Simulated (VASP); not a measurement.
# Cu (Pm-3m) in VASP: notebook

Cu is run at these levels: PBEsol; tasks: single point.

Program: VASP 6.6.1. These are calculated values, not measurements. Logs are shortened: lines on timing, memory, paths and dates and some standing lists are left out, and cuts for length are marked.

## (1) The cell of the first run

The structure is cubic, space group Pm-3m (No. 221). Conventional cell: a = 1.968 Å, b = 1.968 Å, c = 1.968 Å, α = 90.00°, β = 90.00°, γ = 90.00°. Cu (site symmetry m-3m) has 6 Cu at 1.97 Å within 2.6 Å.

## (2) Single point, PBEsol (volume scaled by 0.58)

Input file INCAR:

```
SYSTEM = Cu
ALGO = Normal
EDIFF = 1E-6
ENCUT = 520
GGA = PS
ISIF = 2
ISMEAR = -1
LASPH = .TRUE.
LCHARG = .FALSE.
LREAL = .FALSE.
LWAVE = .FALSE.
NBANDS = 12
NELM = 80
PREC = Accurate
SIGMA = 0.08
```

Input file KPOINTS:

```
k-points
0
G
  18 18 18
  0 0 0
```

Input file POSCAR:

```
Cu
1.0
    1.9678168370      0.0000000000      0.0000000000
    0.0000000000      1.9678168370      0.0000000000
    0.0000000000      0.0000000000      1.9678168370
Cu
1
Direct
    0.0000000000      0.0000000000      0.0000000000
```

Potentials or basis: VASP PAW PBE potentials, release 64 (Cu).

Started as:

```sh
> cat potpaw_PBE.64/Cu/POTCAR > POTCAR
> mpirun -np 1 vasp_std > vasp.out
```

OUTCAR:

```text
SYSTEM = Cu
   EDIFF = 1E-6
   ENCUT = 520
   GGA = PS
   ISIF = 2
   ISMEAR = -1
   LASPH = .TRUE.
   LREAL = .FALSE.
   NELM = 80
   PREC = Accurate

 ion  position               nearest neighbor table
   1  0.000  0.000  0.000-

  LATTYP: Found a simple cubic cell.
 ALAT       =     1.9678168370

  Lattice vectors:

 A1 = (   1.9678168370,   0.0000000000,   0.0000000000)
 A2 = (   0.0000000000,   1.9678168370,   0.0000000000)
 A3 = (   0.0000000000,   0.0000000000,   1.9678168370)

Analysis of symmetry for initial positions (statically):
=====================================================================
 Subroutine PRICEL returns:
 Original cell was already a primitive cell.

 Routine SETGRP: Setting up the symmetry group for a
 simple cubic supercell.

 Subroutine GETGRP returns: Found 48 space group operations
 (whereof 48 operations were pure point group operations)
 out of a pool of 48 trial point group operations.

The static configuration has the point symmetry O_h .

Analysis of symmetry for dynamics (positions and initial velocities):
=====================================================================
 Subroutine PRICEL returns:
 Original cell was already a primitive cell.

 Routine SETGRP: Setting up the symmetry group for a
 simple cubic supercell.

 Subroutine GETGRP returns: Found 48 space group operations
 (whereof 48 operations were pure point group operations)
 out of a pool of 48 trial point group operations.

The dynamic configuration has the point symmetry O_h .

 Subroutine INISYM returns: Found 48 space group operations
 (whereof 48 operations are pure point group operations),
 and found     1 'primitive' translations

----------------------------------------------------------------------------------------

                                     Primitive cell

  volume of cell :       7.6200

  direct lattice vectors                    reciprocal lattice vectors
     1.967816837  0.000000000  0.000000000     0.508177378  0.000000000  0.000000000
     0.000000000  1.967816837  0.000000000     0.000000000  0.508177378  0.000000000
     0.000000000  0.000000000  1.967816837     0.000000000  0.000000000  0.508177378

  length of vectors
     1.967816837  1.967816837  1.967816837     0.508177378  0.508177378  0.508177378

  position of ions in fractional coordinates (direct lattice)
     0.000000000  0.000000000  0.000000000

  ion indices of the primitive-cell ions
   primitive index   ion index
                 1           1

----------------------------------------------------------------------------------------

 KPOINTS: k-points

Automatic generation of k-mesh.
 Grid dimensions read from file:
 generate k-points for:   18   18   18

 Generating k-lattice:

  Cartesian coordinates                     Fractional coordinates (reciprocal lattice)
     0.028232077  0.000000000  0.000000000     0.055555556  0.000000000  0.000000000
     0.000000000  0.028232077  0.000000000     0.000000000  0.055555556  0.000000000
     0.000000000  0.000000000  0.028232077     0.000000000  0.000000000  0.055555556

  Length of vectors
     0.028232077  0.028232077  0.028232077

  Shift w.r.t. Gamma in fractional coordinates (k-lattice)
     0.000000000  0.000000000  0.000000000

 Subroutine IBZKPT returns following result:
 ===========================================

 Found    220 irreducible k-points:

 Following reciprocal coordinates:
            Coordinates               Weight
  0.000000  0.000000  0.000000      1.000000
  0.055556  0.000000  0.000000      6.000000
  0.111111  0.000000  0.000000      6.000000
  0.166667  0.000000  0.000000      6.000000
  0.222222  0.000000  0.000000      6.000000
  0.277778  0.000000  0.000000      6.000000
[... 16 lines left out ...]
  0.277778  0.111111  0.000000     24.000000
  0.333333  0.111111  0.000000     24.000000
 [... further k-points ...]
   k-points           NKPTS =    220   k-points in BZ     NKDIM =    220   number of bands    NBANDS=     12
   number of dos      NEDOS =    301   number of ions     NIONS =      1
   total plane-waves  NPLWV =   4096
   dimension x,y,z NGX =    16 NGY =   16 NGZ =   16
   dimension x,y,z NGXF=    32 NGYF=   32 NGZF=   32
   ions per type =               1
   NGX,Y,Z   is equivalent  to a cutoff of  13.52, 13.52, 13.52 a.u.
   NGXF,Y,Z  is equivalent  to a cutoff of  27.03, 27.03, 27.03 a.u.
 SYSTEM =  Cu
   PREC   = accura    normal or accurate (medium, high low for compatibility)
   ISTART =      0    job   : 0-new  1-cont  2-samecut
   ICHARG =      2    charge: 1-file 2-atom 10-const
   ISPIN  =      1    spin polarized calculation?
   LNONCOLLINEAR =      F non collinear calculations
   LSORBIT =      F    spin-orbit coupling
   LASPH  =      T    aspherical Exc in radial PAW
   ENCUT  =  520.0 eV  38.22 Ry    6.18 a.u.   3.66  3.66  3.66*2*pi/ulx,y,z
   NELM   =     80;   NELMIN=  2; NELMDL= -5     # of ELM steps
   EDIFF  = 0.1E-05   stopping-criterion for ELM
   LREAL  =      F    real-space projection
   EDIFFG = 0.1E-04   stopping-criterion for IOM
   NSW    =      0    number of steps for IOM
   IBRION =     -1    ionic relax: 0-MD 1-quasi-New 2-CG
   NFREE  =      0    steps in history (QN), initial steepest desc. (CG)
   ISIF   =      2    stress and relaxation
   ISYM   =      2    0-nonsym 1-usesym 2-fastsym
   POTIM  = 0.5000    time-step for ionic-motion
   TEBEG  =    0.0;   TEEND  =   0.0 temperature during run
   PSTRESS=    0.0 pullay stress
   NELECT =      11.0000    total number of electrons
   NUPDOWN=      -1.0000    fix difference up-down
   EMIN   =  10.00;   EMAX   =-10.00  energy-range for DOS
   EFERMI =   0.00;   METHOD = LEGACY
   ISMEAR =    -1;   SIGMA  =   0.08  broadening in eV -4-tet -1-fermi 0-gaus
   EFERMI_NEDOS =   21; number of points for ismear=-14 and -15
   IALGO  =     38    algorithm
   IMIX   =      4    mixing-type and parameters
     AMIX     =   0.40;   BMIX     =  1.00
     AMIX_MAG =   1.60;   BMIX_MAG =  1.00
  volume/ion in A,a.u.               =       7.62        51.42
  Fermi-wavevector in a.u.,A,eV,Ry     =   1.850210  3.496390 46.576518  3.423278
  Thomas-Fermi vector in A             =   2.900444
   LORBIT       =      0    0 simple, 1 ext, 2 COOP (PROOUT), +10 PAW based schemes
   GGA     = PS    functional components
   LHFCALC =     F    Hartree Fock is set to
   AEXX    =    0.0000 exact exchange contribution
   IVDW    =     0    specifies the selected vdW correction
   LEPSILON=     F    determine dielectric tensor
   LRPA    =     F    only Hartree local field effects (RPA)
 non-spin polarized calculation
  energy-cutoff  :      520.00
  volume of cell :        7.62
 maximum number of plane-waves:       216
 NGX is ok and might be reduce to    16

 number of electron      11.0000010 magnetization

 Free energy of the ion-electron system (eV)
  ---------------------------------------------------
  ext. energy  EPLUGINS =         0.00000000
  ---------------------------------------------------
  free energy    TOTEN  =        -1.17905035 eV

  energy without entropy =       -1.17575158  energy(sigma->0) =       -1.17740097

 E-fermi :  14.2977     XC(G=0): -15.5877

 val. band max:       14.2103596775   @ k =   0.4444   0.1667   0.1111
 cond. band min:      14.4666465823   @ k =   0.4444   0.2222   0.0556
 fundamental gap:      0.2562869048
 Fermi energy:        14.2976683495

 k-point     1 :       0.0000    0.0000    0.0000
  band No.  band energies     occupation
      1       1.2417      2.00000
      2       6.6164      2.00000
      3       6.6164      2.00000
      4      12.6481      2.00000
      5      12.6481      2.00000
      6      12.6481      2.00000
      7      39.1526      0.00000
      8      39.1526      0.00000
      9      39.1526      0.00000
     10      44.2088      0.00000
     11      44.2088      0.00000
     12      51.3955      0.00000

 k-point     2 :       0.0556    0.0000    0.0000
  band No.  band energies     occupation
      1       1.3732      2.00000
      2       6.6396      2.00000
      3       6.6941      2.00000
      4      12.5812      2.00000
      5      12.5812      2.00000
      6      12.6534      2.00000
      7      37.4923      0.00000
      8      39.3376      0.00000
      9      39.3376      0.00000
     10      44.1811      0.00000
     11      45.4461      0.00000
     12      52.0271      0.00000

 k-point     3 :       0.1111    0.0000    0.0000
  band No.  band energies     occupation
      1       1.7600      2.00000
      2       6.7069      2.00000
      3       6.9228      2.00000
      4      12.3915      2.00000
      5      12.3915      2.00000
      6      12.6686      2.00000
      7      34.5410      0.00000
      8      39.8824      0.00000
      9      39.8824      0.00000
     10      44.0982      0.00000
     11      46.9184      0.00000
     12      54.1235      0.00000
[... 286 lines left out ...]
 k-point    23 :       0.2778    0.1111    0.0000
  band No.  band energies     occupation
      1       4.5418      2.00000
      2       7.3213      2.00000
      3       8.4351      2.00000
      4      11.3169      2.00000
      5      11.4660      2.00000
      6      12.5198      2.00000
      7      26.1771      0.00000
      8      37.6106      0.00000
      9      44.0147      0.00000
     10      45.5127      0.00000
     11      51.2967      0.00000
     12      55.2431      0.00000

 k-point    24 :       0.3333    0.1111    0.0000
  band No.  band energies     occupation
      1       5.4665      2.00000
      2       7.4650      2.00000
      3       8.8211      2.00000
      4      11.1600      2.00000
      5      11.3190      2.00000
      6      12.5531      2.00000
      7      23.6744      0.00000
      8      38.6374      0.00000
      9      45.5044      0.00000
     10      45.6306      0.00000
     11      49.9563      0.00000
     12      55.2981      0.00000

 [... further k-points ...]
[... 5 lines left out ...]
  --------------------------------------------------------------------------------------
  -------------------------------------------------------------------------------------
  Total       12.1323298     12.1323298     12.1323298      0.0000000      0.0000000     -0.0000000
  in kB     2550.9431098   2550.9431098   2550.9431098      0.0000000      0.0000000     -0.0000000
  external PRESSURE =    2550.9431098 kB  Pullay stress =       0.0000000 kB

 VOLUME and BASIS-vectors are now :
 -----------------------------------------------------------------------------
  energy-cutoff  :      520.00
  volume of cell :        7.62
      direct lattice vectors                 reciprocal lattice vectors
     1.967816837  0.000000000  0.000000000     0.508177378  0.000000000  0.000000000
     0.000000000  1.967816837  0.000000000     0.000000000  0.508177378  0.000000000
     0.000000000  0.000000000  1.967816837     0.000000000  0.000000000  0.508177378

 POSITION                                       TOTAL-FORCE (eV/Angst)
 -----------------------------------------------------------------------------------
      0.00000      0.00000      0.00000         0.000000      0.000000      0.000000
 -----------------------------------------------------------------------------------
    total drift:                                0.000000     -0.000000      0.000000

  FREE ENERGIE OF THE ION-ELECTRON SYSTEM (eV)
  ---------------------------------------------------
  free  energy   TOTEN  =        -1.1790503512 eV

  energy  without entropy=       -1.1757515809  energy(sigma->0) =       -1.17740097
```

Wall time 11 s (1 thread of Intel Xeon 8259CL, shared host); peak memory 0.13 GiB.

What came out:

* Free energy: -1.1791 eV
* Pressure: 255.1 GPa

Levels at points of the mesh, in eV from the Fermi level:
| k point | band 1 | band 2 | band 3 | band 4 | band 5 | band 6 | band 7 | band 8 | band 9 | band 10 |
| --- | --- | --- | --- | --- | --- | --- | --- | --- | --- | --- |
| (0.00, 0.00, 0.00) | -13.06 | -7.68 | -7.68 | -1.65 | -1.65 | -1.65 | 24.85 | 24.85 | 24.85 | 29.91 |
| (0.50, 0.00, 0.00) | -7.49 | -6.87 | -3.95 | -3.64 | -3.64 | -1.47 | 5.00 | 28.63 | 33.70 | 35.92 |
| (0.50, 0.50, 0.00) | -9.02 | -6.04 | -3.22 | -3.22 | -0.34 | 5.47 | 5.47 | 13.37 | 17.13 | 38.85 |
| (0.50, 0.50, 0.50) | -7.24 | -7.24 | -7.24 | -0.24 | -0.24 | 14.25 | 15.88 | 15.88 | 15.88 | 21.34 |

Caveat: the PAW data sets were made with another functional, which shifts forces and pressure a little.

## (3) Single point, PBEsol (volume scaled by 0.68)

Input file INCAR:

```
  PREC = Accurate
  ENCUT = 520
  EDIFF = 1E-7
  ISMEAR = -1
  SIGMA = 0.08
  LREAL = False
  LASPH = True
  NELM = 100
  ALGO = Normal
  ISIF = 2
  LWAVE = False
  LCHARG = False
  GGA = PS
  NBANDS = 12
```

Input file KPOINTS:

```
Automatic mesh
0
Gamma
  18 18 18
```

Input file POSCAR:

```
Cu
1.0
    2.0749691551      0.0000000000      0.0000000000
    0.0000000000      2.0749691551      0.0000000000
    0.0000000000      0.0000000000      2.0749691551
Cu
1
Direct
    0.0000000000      0.0000000000      0.0000000000
```

Potentials or basis: VASP PAW PBE potentials, release 64 (Cu).

Started as:

```sh
> cat potpaw_PBE.64/Cu/POTCAR > POTCAR
> mpirun -np 1 vasp_std > vasp.out
```

It took 13 s on 1 thread of Intel Xeon 8259CL, shared host; peak memory 0.13 GiB.

Results (log left out):

- Free energy: -2.6662 eV
- Pressure: 123.2 GPa

Levels at points of the mesh, in eV from the Fermi level:
| k point | band 1 | band 2 | band 3 | band 4 | band 5 | band 6 | band 7 | band 8 | band 9 | band 10 |
| --- | --- | --- | --- | --- | --- | --- | --- | --- | --- | --- |
| (0.00, 0.00, 0.00) | -11.49 | -6.30 | -6.30 | -1.51 | -1.51 | -1.51 | 22.78 | 22.78 | 22.78 | 27.21 |
| (0.50, 0.00, 0.00) | -6.41 | -5.67 | -3.11 | -3.05 | -3.05 | -1.37 | 4.01 | 27.38 | 31.16 | 32.46 |
| (0.50, 0.50, 0.00) | -7.27 | -5.07 | -2.73 | -2.73 | -0.48 | 5.09 | 5.09 | 12.36 | 14.39 | 36.18 |
| (0.50, 0.50, 0.50) | -5.87 | -5.87 | -5.87 | -0.40 | -0.40 | 13.96 | 13.96 | 13.96 | 14.30 | 19.52 |

Caveat: the PAW data sets were made with another functional, which shifts forces and pressure a little.

## (4) Single point, PBEsol (volume scaled by 0.68)

Input file INCAR:

```
SYSTEM = Cu
  ALGO = Normal
  EDIFF = 1E-6
  ENCUT = 520
  GGA = PS
  ISIF = 2
  ISMEAR = -1
  LASPH = .TRUE.
  LCHARG = .FALSE.
  LREAL = .FALSE.
  LWAVE = .FALSE.
  NBANDS = 12
  NELM = 100
  PREC = Accurate
  SIGMA = 0.08
```

Input file KPOINTS:

```
k-points
0
G
  18 18 18
  0 0 0
```

POSCAR is that of step 3.

Potentials or basis: VASP PAW PBE potentials, release 64 (Cu).

Started as:

```sh
> cat potpaw_PBE.64/Cu/POTCAR > POTCAR
> mpirun -np 1 vasp_std > vasp.out
```

OUTCAR:

```text
SYSTEM = Cu
   EDIFF = 1E-6
   ENCUT = 520
   GGA = PS
   ISIF = 2
   ISMEAR = -1
   LASPH = .TRUE.
   LREAL = .FALSE.
   NELM = 100
   PREC = Accurate

 ion  position               nearest neighbor table
   1  0.000  0.000  0.000-

  LATTYP: Found a simple cubic cell.
 ALAT       =     2.0749691551

  Lattice vectors:

 A1 = (   2.0749691551,   0.0000000000,   0.0000000000)
 A2 = (   0.0000000000,   2.0749691551,   0.0000000000)
 A3 = (   0.0000000000,   0.0000000000,   2.0749691551)

[... 529 lines left out ...]
      4       8.6639      2.00000
      5       8.7821      2.00000
      6       9.7451      2.00000
      7      19.6068      0.00000
      8      33.6407      0.00000
      9      39.8277      0.00000
     10      40.4482      0.00000
     11      43.7113      0.00000
     12      48.6737      0.00000

 [... further k-points ...]
[... 5 lines left out ...]
  --------------------------------------------------------------------------------------
  -------------------------------------------------------------------------------------
  Total        6.8678428      6.8678428      6.8678428      0.0000000      0.0000000     -0.0000000
  in kB     1231.6746155   1231.6746155   1231.6746155      0.0000000      0.0000000     -0.0000000
  external PRESSURE =    1231.6746155 kB  Pullay stress =       0.0000000 kB

 VOLUME and BASIS-vectors are now :
 -----------------------------------------------------------------------------
  energy-cutoff  :      520.00
  volume of cell :        8.93
      direct lattice vectors                 reciprocal lattice vectors
     2.074969155  0.000000000  0.000000000     0.481934875  0.000000000  0.000000000
     0.000000000  2.074969155  0.000000000     0.000000000  0.481934875  0.000000000
     0.000000000  0.000000000  2.074969155     0.000000000  0.000000000  0.481934875

 POSITION                                       TOTAL-FORCE (eV/Angst)
 -----------------------------------------------------------------------------------
      0.00000      0.00000      0.00000         0.000000      0.000000      0.000000
 -----------------------------------------------------------------------------------
    total drift:                               -0.000000     -0.000000      0.000000

  FREE ENERGIE OF THE ION-ELECTRON SYSTEM (eV)
  ---------------------------------------------------
  free  energy   TOTEN  =        -2.6662046340 eV

  energy  without entropy=       -2.6618343883  energy(sigma->0) =       -2.66401951
```

Wall time 12 s (1 thread of Intel Xeon 8259CL, shared host); peak memory 0.13 GiB.

What came out:

| Property | Result |
| --- | --- |
| Free energy | -2.6662 eV |
| Pressure | 123.2 GPa |

Levels at points of the mesh, in eV from the Fermi level:
```csv
k point,band 2,band 3,band 4,band 5,band 6,band 7,band 8,band 9
"(0.00, 0.00, 0.00)",-6.30,-6.30,-1.51,-1.51,-1.51,22.78,22.78,22.78
"(0.50, 0.00, 0.00)",-5.67,-3.11,-3.05,-3.05,-1.37,4.01,27.38,31.16
"(0.50, 0.50, 0.00)",-5.07,-2.73,-2.73,-0.48,5.09,5.09,12.36,14.39
"(0.50, 0.50, 0.50)",-5.87,-5.87,-0.40,-0.40,13.96,13.96,13.96,14.30
```

Caveat: the PAW data sets were made with another functional, which shifts forces and pressure a little.
